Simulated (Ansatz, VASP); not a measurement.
**In3Se in VASP and in Ansatz**

File INCAR:

```
SYSTEM = In3Se
ALGO = Normal
EDIFF = 1E-6
ENCUT = 520
GGA = PE
ISIF = 2
ISMEAR = 0
IVDW = 12
LASPH = .TRUE.
LCHARG = .TRUE.
LELF = .TRUE.
LREAL = .FALSE.
LVHAR = .TRUE.
LWAVE = .FALSE.
NBANDS = 30
NELM = 80
PREC = Accurate
SIGMA = 0.15
```

The input KPOINTS:

```
k-points
0
G
  8 8 8
  0 0 0
```

POSCAR

```
In3Se
1.0
    4.1719691247      0.0000000000      0.0000000000
    0.0000000000      4.1719691247      0.0000000000
    0.0000000000      0.0000000000      4.7008102814
In Se
3 1
Direct
    0.0000000000      0.5000000000      0.5000000000
    0.5000000000      0.0000000000      0.5000000000
    0.5000000000      0.5000000000      0.0000000000
    0.0000000000      0.0000000000      0.0000000000
```

Input for Ansatz:

```yaml
crystal:
  lattice:
    - [4.1719691247, 0.0, 0.0]
    - [0.0, 4.1719691247, 0.0]
    - [0.0, 0.0, 4.7008102814]
  atoms:
    - { symbol: In, position: [0.0, 0.5, 0.5] }
    - { symbol: In, position: [0.5, 0.0, 0.5] }
    - { symbol: In, position: [0.5, 0.5, 0.0] }
    - { symbol: Se, position: [0.0, 0.0, 0.0] }
basis:
  ecutwfc: 420
kpoints:
  mp_grid: { grid: [8, 8, 8] }
hamiltonian:
  xc: pbe
  pseudopotentials: { kind: paw, azcp: { folder: soft_1 } }
  dispersion: d3bj
scf:
  occupations: { method: gaussian, width: 0.15 }
output:
  forces: true
  stress: true
  eigenvalues: true
```

Change from the starting cell: engineering shear strain xy +0.0000, equal normal strain along x and y -0.1125.

Alike in both runs: task single point; functional PBE; dispersion D3(BJ); k mesh 8 × 8 × 8; occupations gaussian, width 0.15 eV; no spin polarisation.

```csv
,VASP,Ansatz
version,VASP 6.6.1,Ansatz 0.2.0
potentials or method,"VASP PAW PBE potentials, release 64 (In_d, Se), cutoff 520 eV","scalar-relativistic, plane waves, PAW"
valence electrons in the cell,45,55
```

```tsv
	VASP	Ansatz	Ansatz less VASP
gap on the k mesh at the Fermi level (eV)	none	none	-
pressure (GPa)	17.1	17.0	-0.01
traceless stress, the component that is largest in VASP (GPa)	-1.00	-0.99	+0.010
```

A gap of «none» marks a metal or a gap that the smearing closes. VASP's potentials hold 45 valence electrons a cell and Ansatz's 55, so a difference there can come from the potentials and not from the codes.
